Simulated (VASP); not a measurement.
Input of a VASP 6.6.1 run:

INCAR

```
SYSTEM = Cu
  ALGO = Normal
  DIPOL = 0.5 0.5 0.500
  EDIFF = 1E-6
  ENCUT = 520
  GGA = PE
  IDIPOL = 3
  ISIF = 2
  ISMEAR = -1
  LASPH = .TRUE.
  LCHARG = .TRUE.
  LDIPOL = .TRUE.
  LELF = .TRUE.
  LREAL = .FALSE.
  LVACPOTAV = .TRUE.
  LVHAR = .TRUE.
  LWAVE = .FALSE.
  NBANDS = 36
  NELM = 100
  PREC = Accurate
  SIGMA = 0.1
```

KPOINTS

```
k-points
0
G
  15 15 1
  0 0 0
```

Contents of POSCAR:

```
Cu
1.0
    2.5665139635      0.0000000000      0.0000000000
   -1.2832569818      2.2226662916      0.0000000000
    0.0000000000      0.0000000000     30.3412000000
Cu
5
Direct
    0.8333333333      0.1666666667      0.3625435331
    0.1666666667      0.8333333333      0.4310404455
    0.5000000000      0.5000000000      0.4999999943
    0.8333333333      0.1666666667      0.5689595471
    0.1666666667      0.8333333333      0.6374564669
```

Potentials or basis: VASP PAW PBE potentials, release 64 (Cu).

The run is started by

```bash
$ cat potpaw_PBE.64/Cu/POTCAR > POTCAR
$ mpirun -np 1 vasp_std > vasp.out
```

(1) What does it give for the largest force?

Answers

(1) 0.020 eV/Å.
